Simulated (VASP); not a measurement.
# GaReSi (P4/nmm) in VASP: settings compared

Aim: see how the results for GaReSi move with the level of theory and the settings. Levels: PBE, r2SCAN. Tasks: electric field gradients.

All numbers are computed with VASP 6.6.1; they aren't measurements. Logs are shortened: lines on timing, memory, paths and dates and some standing lists are left out, and cuts for length are marked.

### 1 The cell of the first run

The structure is tetragonal, space group P4/nmm (No. 129). Conventional cell: a = 3.194 Å, b = 3.194 Å, c = 8.054 Å, α = 90.00°, β = 90.00°, γ = 90.00°. Within 3.5 Å of Ga (site symmetry 4mm) lie 8 Ga at 2.64 to 3.19 Å and 1 Si at 2.66 Å and 5 Re at 2.70 to 2.86 Å. Within 3.4 Å of Si (site symmetry 4mm) lie 5 Re at 2.54 to 2.55 Å and 8 Si at 2.64 to 3.19 Å and 1 Ga at 2.66 Å. Within 3.4 Å of Re (site symmetry 4mm) lie 5 Si at 2.54 to 2.55 Å and 5 Ga at 2.70 to 2.86 Å and 4 Re at 3.19 Å.

### 2 Electric field gradients, PBE

Contents of INCAR:

```
PREC = Accurate
ENCUT = 520
EDIFF = 1E-8
ISMEAR = -1
SIGMA = 0.05
LREAL = F
LASPH = T
NELM = 60
ALGO = Normal
ISIF = 2
LWAVE = F
LCHARG = F
GGA = PE
LEFG = T
NBANDS = 33
```

Contents of KPOINTS:

```
regular mesh
0
Gamma
  10 10 4
```

Contents of POSCAR:

```
GaReSi
1.0
    3.1942000000      0.0000000000      0.0000000000
    0.0000000000      3.1942000000      0.0000000000
    0.0000000000      0.0000000000      8.0540000000
Ga Si Re
2 2 2
Direct
    0.5000000000      0.0000000000      0.9146000000
    0.0000000000      0.5000000000      0.0854000000
    0.0000000000      0.5000000000      0.4152000000
    0.5000000000      0.0000000000      0.5848000000
    0.0000000000      0.5000000000      0.7306300000
    0.5000000000      0.0000000000      0.2693700000
```

Potentials or basis: VASP PAW PBE potentials, release 64 (Ga_d, Si, Re).

Started as:

```sh
$ cat potpaw_PBE.64/Ga_d/POTCAR potpaw_PBE.64/Si/POTCAR potpaw_PBE.64/Re/POTCAR > POTCAR
$ mpirun -np 1 vasp_std > vasp.out
```

OUTCAR:

```text
PREC = Accurate
   ENCUT = 520
   EDIFF = 1E-8
   ISMEAR = -1
   LREAL = F
   LASPH = T
   NELM = 60
   ISIF = 2
   GGA = PE

 ion  position               nearest neighbor table
   1  0.500  0.000  0.915-   2 2.64   2 2.64   2 2.64   2 2.64   4 2.66   5 2.70   5 2.70   5 2.70
                             5 2.70   6 2.86
   2  0.000  0.500  0.085-   1 2.64   1 2.64   1 2.64   1 2.64   3 2.66   6 2.70   6 2.70   6 2.70
                             6 2.70   5 2.86
   3  0.000  0.500  0.415-   5 2.54   6 2.55   6 2.55   6 2.55   6 2.55   4 2.64   4 2.64   4 2.64
                             4 2.64   2 2.66
   4  0.500  0.000  0.585-   6 2.54   5 2.55   5 2.55   5 2.55   5 2.55   3 2.64   3 2.64   3 2.64
                             3 2.64   1 2.66
   5  0.000  0.500  0.731-   3 2.54   4 2.55   4 2.55   4 2.55   4 2.55   1 2.70   1 2.70   1 2.70
                             1 2.70   2 2.86
   6  0.500  0.000  0.269-   4 2.54   3 2.55   3 2.55   3 2.55   3 2.55   2 2.70   2 2.70   2 2.70
                             2 2.70   1 2.86

  LATTYP: Found a simple tetragonal cell.
 ALAT       =     3.1942000000
 C/A-ratio  =     2.5214451193

  Lattice vectors:

 A1 = (   3.1942000000,   0.0000000000,   0.0000000000)
 A2 = (   0.0000000000,   3.1942000000,   0.0000000000)
 A3 = (   0.0000000000,   0.0000000000,   8.0540000000)

Analysis of symmetry for initial positions (statically):
=====================================================================
 Subroutine PRICEL returns:
 Original cell was already a primitive cell.

 Routine SETGRP: Setting up the symmetry group for a
 simple tetragonal supercell.

 Subroutine GETGRP returns: Found 16 space group operations
 (whereof  8 operations were pure point group operations)
 out of a pool of 16 trial point group operations.

The static configuration has the point symmetry D_2d.
 The point group associated with its full space group is D_4h.

Analysis of symmetry for dynamics (positions and initial velocities):
=====================================================================
 Subroutine PRICEL returns:
 Original cell was already a primitive cell.

 Routine SETGRP: Setting up the symmetry group for a
 simple tetragonal supercell.
[... 168 lines left out ...]

 k-point     1 :       0.0000    0.0000    0.0000
  band No.  band energies     occupation
      1      -5.7897      2.00000
      2      -5.7042      2.00000
      3      -5.6505      2.00000
      4      -5.5926      2.00000
      5      -5.5926      2.00000
      6      -5.4498      2.00000
[... 853 lines left out ...]
     32      14.7557      0.00000
     33      15.9565      0.00000

 [... further k-points ...]

------------------------ aborting loop because EDIFF is reached ----------------------------------------

  FORCE on cell =-STRESS in cart. coord.  units (eV):
  Direction    XX          YY          ZZ          XY          YZ          ZX
  --------------------------------------------------------------------------------------
  -------------------------------------------------------------------------------------
  Total        1.9380873      1.9380873      2.0301418      0.0000000      0.0000000      0.0000000
  in kB       37.7874941     37.7874941     39.5823090      0.0000000      0.0000000      0.0000000
  external PRESSURE =      38.3857658 kB  Pullay stress =       0.0000000 kB

 VOLUME and BASIS-vectors are now :
 -----------------------------------------------------------------------------
  energy-cutoff  :      520.00
  volume of cell :       82.17
      direct lattice vectors                 reciprocal lattice vectors
     3.194200000  0.000000000  0.000000000     0.313067435  0.000000000  0.000000000
     0.000000000  3.194200000  0.000000000     0.000000000  0.313067435  0.000000000
     0.000000000  0.000000000  8.054000000     0.000000000  0.000000000  0.124161907

 POSITION                                       TOTAL-FORCE (eV/Angst)
 -----------------------------------------------------------------------------------
      1.59710      0.00000      7.36619         0.000000      0.000000      0.023139
      0.00000      1.59710      0.68781        -0.000000      0.000000     -0.023139
      0.00000      1.59710      3.34402        -0.000000      0.000000      0.039508
      1.59710      0.00000      4.70998        -0.000000      0.000000     -0.039508
      0.00000      1.59710      5.88449        -0.000000      0.000000     -0.166055
      1.59710      0.00000      2.16951        -0.000000     -0.000000      0.166055
 -----------------------------------------------------------------------------------
    total drift:                                0.000000      0.000000      0.000000

  FREE ENERGIE OF THE ION-ELECTRON SYSTEM (eV)
  ---------------------------------------------------
  free  energy   TOTEN  =       -43.2632434151 eV

  energy  without entropy=      -43.2621430060  energy(sigma->0) =      -43.26269321

 Electric field gradients (V/A^2)
---------------------------------------------------------------------
 ion       V_xx      V_yy      V_zz      V_xy      V_xz      V_yz
---------------------------------------------------------------------
   1      14.214    14.214   -28.428     0.000     0.000     0.000
   2      14.214    14.214   -28.428    -0.000     0.000     0.000
   3       7.737     7.737   -15.474    -0.000     0.000    -0.000
   4       7.737     7.737   -15.474     0.000    -0.000     0.000
   5      84.513    84.513  -169.025     0.000    -0.000    -0.000
   6      84.513    84.513  -169.025     0.000     0.000    -0.000
---------------------------------------------------------------------

 Electric field gradients after diagonalization (V/A^2)
 (convention: |V_zz| > |V_xx| > |V_yy|)
----------------------------------------------------------------------
 ion       V_xx      V_yy      V_zz     asymmetry (V_yy - V_xx)/ V_zz
----------------------------------------------------------------------
   1      14.214    14.214   -28.428       0.000
   2      14.214    14.214   -28.428       0.000
   3       7.737     7.737   -15.474       0.000
   4       7.737     7.737   -15.474       0.000
   5      84.513    84.513  -169.025       0.000
   6      84.513    84.513  -169.025       0.000
----------------------------------------------------------------------

           NMR quadrupolar parameters

 Cq : quadrupolar parameter    Cq=e*Q*V_zz/h
 eta: asymmetry parameters     (V_yy - V_xx)/ V_zz
 Q  : nuclear electric quadrupole moment in mb (millibarn)
----------------------------------------------------------------------
 ion       Cq(MHz)       eta       Q (mb)
----------------------------------------------------------------------
   1      -0.069       0.000       1.000
   2      -0.069       0.000       1.000
   3      -0.037       0.000       1.000
   4      -0.037       0.000       1.000
   5      -0.409       0.000       1.000
   6      -0.409       0.000       1.000
----------------------------------------------------------------------
```

OSZICAR:

```text
N       E                     dE             d eps       ncg     rms          rms(c)
DAV:   1     0.343774218339E+03    0.34377E+03   -0.21703E+04  7062   0.231E+03
DAV:   2    -0.188035974173E+01   -0.34565E+03   -0.32260E+03  7308   0.791E+02
DAV:   3    -0.435596405924E+02   -0.41679E+02   -0.40232E+02  7043   0.200E+02
DAV:   4    -0.450598813219E+02   -0.15002E+01   -0.14775E+01  7228   0.399E+01
DAV:   5    -0.450982278803E+02   -0.38347E-01   -0.38195E-01  7100   0.793E+00    0.451E+01
DAV:   6    -0.435587294386E+02    0.15395E+01   -0.50623E+00  7716   0.359E+01    0.119E+01
DAV:   7    -0.433288532357E+02    0.22988E+00   -0.72711E-01  7748   0.105E+01    0.864E+00
DAV:   8    -0.432642285104E+02    0.64625E-01   -0.12586E-01  7628   0.530E+00    0.511E-01
DAV:   9    -0.432636857494E+02    0.54276E-03   -0.80009E-03  7292   0.914E-01    0.315E-01
DAV:  10    -0.432633408755E+02    0.34487E-03   -0.17862E-03  7380   0.395E-01    0.111E-01
DAV:  11    -0.432632413797E+02    0.99496E-04   -0.31535E-04  7804   0.297E-01    0.471E-02
DAV:  12    -0.432632443944E+02   -0.30147E-05   -0.25247E-05  6876   0.407E-02    0.150E-02
DAV:  13    -0.432632437443E+02    0.65017E-06   -0.37913E-06  6676   0.163E-02    0.530E-03
DAV:  14    -0.432632435214E+02    0.22284E-06   -0.51183E-07  6908   0.678E-03    0.150E-03
DAV:  15    -0.432632434740E+02    0.47448E-07   -0.50841E-08  4980   0.281E-03    0.429E-04
DAV:  16    -0.432632434201E+02    0.53827E-07   -0.49238E-09  3572   0.141E-03    0.235E-04
DAV:  17    -0.432632434151E+02    0.49995E-08   -0.23824E-09  3412   0.131E-03
   1 F= -.43263243E+02 E0= -.43262693E+02  d E =-.110041E-02
```

Wall time 82 s (1 thread of Intel Xeon 6975P-C (Granite Rapids), shared host); peak memory 0.29 GiB.

What came out:

```yaml
Free_energy: -43.2632 eV
Pressure: 3.8 GPa
Largest_force: 0.166 eV/Å
Band_gap_on_the_k_mesh: 0.18 eV (least direct gap 0.87 eV)
Largest_electric_field_gradient_by_atom: Ga -28.4; Si -15.5; Re -169.0 V/Å²
```

Forces on the atoms (eV/Å):
```
Ga   0.000  0.000  0.023
Ga   0.000  0.000 -0.023
Si   0.000  0.000  0.040
Si   0.000  0.000 -0.040
Re   0.000  0.000 -0.166
Re   0.000  0.000  0.166
```

Electric field gradients, principal values (V/Å²):
| atom | least | middle | greatest (by size) |
| --- | --- | --- | --- |
| 1 Ga | 14.214 | 14.214 | -28.428 |
| 2 Ga | 14.214 | 14.214 | -28.428 |
| 3 Si | 7.737 | 7.737 | -15.474 |
| 4 Si | 7.737 | 7.737 | -15.474 |
| 5 Re | 84.513 | 84.513 | -169.025 |
| 6 Re | 84.513 | 84.513 | -169.025 |

Caveat: the cell stands under pressure; without QUAD_EFG the Cq values of the log hold for a quadrupole moment of 1 mb, not for the nuclei; spin-orbit coupling is left out, which moves the levels of the heavy elements.

(Part 1 of 2 ends here.)
